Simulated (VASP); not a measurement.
Crystal: CuW2.

```xyz
6
Lattice="-2.0521 3.2214 3.4878 2.0521 -3.2214 3.4878 2.0521 3.2214 -3.4878" Properties=species:S:1:pos:R:3 pbc="T T T"
Cu    2.0521    1.6107    0.3279
Cu    0.0000    1.6107    3.1600
W     2.0521    2.8348   -2.3508
W     0.0000    3.6079    1.1370
W     2.0521   -0.3866    2.3508
W     0.0000    0.3866    5.8386
```

| Quantity | Value |
| --- | --- |
| Program | VASP 6.6.1 |
| Task | relaxation of cell and atoms |
| Functional | PBE |
| Potentials or basis | VASP PAW PBE potentials, release 64 (Cu, W_sv) |
| Cutoff | 600 eV |
| k mesh | 6 × 6 × 6 |
| Occupations | gaussian, width 0.1 eV |
| Spin | no spin polarisation |

At the start: pressure 32.6 GPa; volume 15.37 Å³/atom.

How do energy, volume and symmetry change on relaxing?

Over 26 steps the energy falls by 857.7 meV/atom and the volume is 15.50 Å³/atom (+0.9 %); space group P6/mmm (No. 191, to 0.05 Å).

Step by step:
```tsv
step	energy change (eV)	largest force (eV/Å)	pressure (GPa)	volume (Å³)
1	0.0000	3.0205	32.56	92.23
2	2.3229	1.2219	-29.32	140.02
3	-1.7618	0.6944	-6.30	108.27
4	-1.7758	0.7359	-4.48	107.08
5	-2.5353	1.9500	-5.12	105.02
6	-2.7933	3.5841	-3.71	102.81
7	-3.1292	3.4216	-4.07	101.59
8	-3.8951	2.7662	-2.47	97.68
9	0.0942	7.3794	35.82	88.86
10	-3.6215	3.5842	0.06	97.08
11	-3.3767	1.4663	8.07	93.11
12	-3.6583	3.1552	2.03	95.74
13	-4.2359	1.4066	-0.65	95.69
14	-4.3963	1.5199	-1.01	95.64
15	-4.5625	1.4600	-1.09	95.27
16	-4.7233	1.2987	-0.17	94.38
17	-4.8107	1.1235	-0.25	94.13
18	-4.9707	0.7809	0.31	93.37
19	-4.8108	2.2837	4.95	91.84
20	-4.9939	1.0817	0.98	92.99
21	-5.0804	0.6803	-0.13	93.23
22	-5.1397	0.1319	-1.44	93.63
23	-5.1398	0.1324	-1.45	93.64
24	-5.1453	0.0517	0.79	92.69
25	-5.1458	0.0455	0.23	92.90
26	-5.1463	0.0175	-0.04	93.02
```

Final structure:
```
Cu W
1.0
    -2.25087    2.65057    3.89784
     2.25087   -2.65057    3.89784
     2.25087    2.65057   -3.89784
Cu W
2 4
Direct
  0.24988 0.49988 0.75000
  0.75012 0.50012 0.25000
  0.16687 0.16679 0.00009
  0.66670 0.16679 0.49991
  0.33330 0.83321 0.50009
  0.83313 0.83321 0.99991
```
